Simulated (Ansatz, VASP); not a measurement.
## Al: VASP beside Ansatz

INCAR

```
SYSTEM = Al
ALGO = Fast ; EDIFF = 1E-6
ENCUT = 520 ; GGA = PS
ISIF = 2 ; ISMEAR = 0
IVDW = 12 ; LASPH = .TRUE.
LCHARG = .FALSE. ; LREAL = .FALSE.
LWAVE = .FALSE. ; NBANDS = 14
NELM = 60 ; PREC = Accurate
SIGMA = 0.15
```

The input KPOINTS:

```
k-points
0
G
  18 18 6
  0 0 0
```

The input POSCAR:

```
Al
1.0
    2.6521510041      0.0000000000      0.0000000000
   -1.3260755020      2.2968301443      0.0000000000
    0.0000000000      0.0000000000      9.4307837556
Al
4
Direct
    0.0000000000      0.0000000000      0.0000000000
    0.3333333333      0.6666666667      0.2500000000
    0.0000000000      0.0000000000      0.5000000000
    0.6666666667      0.3333333333      0.7500000000
```

Input for Ansatz:

```yaml
crystal:
  lattice:
    - [2.6521510041, 0.0, 0.0]
    - [-1.326075502, 2.2968301443, 0.0]
    - [0.0, 0.0, 9.4307837556]
  atoms:
    - { symbol: Al, position: [0.0, 0.0, 0.0] }
    - { symbol: Al, position: [0.3333333333, 0.6666666667, 0.25] }
    - { symbol: Al, position: [0.0, 0.0, 0.5] }
    - { symbol: Al, position: [0.6666666667, 0.3333333333, 0.75] }
basis:
  ecutwfc: 420
kpoints:
  mp_grid: { grid: [18, 18, 6] }
hamiltonian:
  xc: pbesol
  pseudopotentials: { kind: paw, azcp: { folder: soft_1 } }
  dispersion: d3bj
scf:
  occupations: { method: gaussian, width: 0.15 }
output:
  forces: true
  stress: true
  eigenvalues: true
```

Alike in both runs: task single point; functional PBEsol; dispersion D3(BJ); k mesh 18 × 18 × 6; occupations gaussian, width 0.15 eV; no spin polarisation.

|  | VASP | Ansatz |
| --- | --- | --- |
| version | VASP 6.6.1 | Ansatz 0.2.0 |
| potentials or method | VASP PAW PBE potentials, release 64 (Al), cutoff 520 eV | scalar-relativistic, plane waves, PAW |
| valence electrons in the cell | 12 | 12 |

|  | VASP | Ansatz | Ansatz less VASP |
| --- | --- | --- | --- |
| gap on the k mesh at the Fermi level (eV) | none | none | - |
| pressure (GPa) | 10.3 | 10.2 | -0.16 |
| traceless stress, the component that is largest in VASP (GPa) | -7.66 | -7.60 | +0.061 |

VASP's potentials were made for PBE, not for PBEsol, and Ansatz warns of the same on its side. A gap of «none» marks a metal or a gap that the smearing closes.
